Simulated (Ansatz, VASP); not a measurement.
CdO: VASP beside Ansatz

The input INCAR:

```
SYSTEM = CdO
PREC = Accurate
ENCUT = 600
EDIFF = 1E-6
ISMEAR = 0
SIGMA = 0.1
LREAL = .FALSE.
LASPH = .TRUE.
NELM = 120
ALGO = Normal
ISIF = 2
LWAVE = .FALSE.
LCHARG = .TRUE.
LELF = .TRUE.
LVHAR = .TRUE.
NBANDS = 16
GGA_COMPAT = .FALSE.
```

KPOINTS

```
Automatic mesh
0
G
  16 16 16
  0 0 0
```

File POSCAR:

```
CdO
1.0
    0.0000000000      2.3258660565      2.3258660565
    2.3258660565      0.0000000000      2.3258660565
    2.3258660565      2.3258660565      0.0000000000
Cd O
1 1
Direct
    0.0000000000      0.0000000000      0.0000000000
    0.5000000000      0.5000000000      0.5000000000
```

Input for Ansatz:

```yaml
crystal:
  lattice:
    - [0.0, 2.3258660565, 2.3258660565]
    - [2.3258660565, 0.0, 2.3258660565]
    - [2.3258660565, 2.3258660565, 0.0]
  atoms:
    - { symbol: Cd, position: [0.0, 0.0, 0.0] }
    - { symbol: O, position: [0.5, 0.5, 0.5] }
basis:
  ecutwfc: 420
kpoints:
  mp_grid: { grid: [16, 16, 16] }
hamiltonian:
  xc: lda
scf:
  occupations: { method: gaussian, width: 0.1 }
output:
  forces: true
  stress: true
  eigenvalues: true
  populations: true
```

Alike in both runs: task single point; functional LDA; k mesh 16 × 16 × 16; occupations gaussian, width 0.1 eV; no spin polarisation.

|  | VASP | Ansatz |
| --- | --- | --- |
| version | VASP 6.6.1 | Ansatz 0.2.0 |
| potentials or method | VASP PAW LDA potentials, release 64 (Cd, O), cutoff 600 eV | scalar-relativistic, plane waves, PAW |
| valence electrons in the cell | 18 | 26 |

Ansatz gave:

- gap on the k mesh at the Fermi level (eV): none
- pressure (GPa): -1.8

Question: What did VASP give for the same quantities?

Answer: gap on the k mesh at the Fermi level (eV): none; pressure (GPa): 0.0.

LDA's correlation is that of Perdew and Zunger in VASP and of Perdew and Wang (1992) in Ansatz. A gap of «none» marks a metal or a gap that the smearing closes. VASP's potentials hold 18 valence electrons a cell and Ansatz's 26, so a difference there can come from the potentials and not from the codes.
